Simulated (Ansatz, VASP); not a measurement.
## Sn in VASP and in Ansatz

Contents of INCAR:

```
ALGO     = Normal         # electronic algorithm
EDIFF    = 1E-7           # SCF threshold, eV
EDIFFG   = -0.03          # ionic threshold
ENCUT    = 600            # plane-wave cutoff, eV
GGA      = PS             # functional
IBRION   = 2              # ionic algorithm
ISIF     = 3              # what is computed and relaxed
ISMEAR   = 0              # smearing method
LASPH    = True           # aspherical terms in the spheres
LCHARG   = False          # write CHGCAR
LREAL    = False          # projectors in reciprocal space
LWAVE    = False          # write WAVECAR
NELM     = 100            # most SCF steps
NSW      = 60             # ionic steps
PREC     = Accurate       # precision mode
SIGMA    = 0.1            # smearing width, eV
```

The input KPOINTS:

```
k-points
0
Gamma
  11 11 11
```

The input POSCAR:

```
Sn
1.0
   -1.7265390000      1.7755470000      2.3383420000
    1.7265390000     -1.7755470000      2.3383420000
    1.7265390000      1.7755470000     -2.3383420000
Sn
1
Direct
    0.0000000000      0.0000000000      0.0000000000
```

Input for Ansatz:

```yaml
crystal:
  lattice:
    - [-1.726539, 1.775547, 2.338342]
    - [1.726539, -1.775547, 2.338342]
    - [1.726539, 1.775547, -2.338342]
  atoms:
    - { symbol: Sn, position: [0.0, 0.0, 0.0] }
kpoints:
  mp_grid:
    grid: [11, 11, 11]
hamiltonian:
  xc: pbesol
  dispersion: none
scf:
  occupations:
    method: gaussian
    width: 0.1
relax:
  f_tol: 0.03
  max_steps: 40
  cell: {}
```

Alike in both runs: task relaxation of cell and atoms; functional PBEsol; k mesh 11 × 11 × 11; occupations gaussian, width 0.1 eV; no spin polarisation.

```csv
,VASP,Ansatz
version,VASP 6.6.1,Ansatz 0.2.0
potentials or method,"VASP PAW PBE potentials, release 64 (Sn_d)","plane waves, PAW"
plane-wave cutoff (eV),600,420
valence electrons in the cell,14,14
```

```csv
,VASP,Ansatz,Ansatz less VASP
relaxed volume (Å³/atom),26.60,26.57,-0.021
relaxed length of the cell vector where the two differ most in proportion (Å),3.325,3.327,+0.0010
```

VASP's potentials were made for PBE, not for PBEsol.
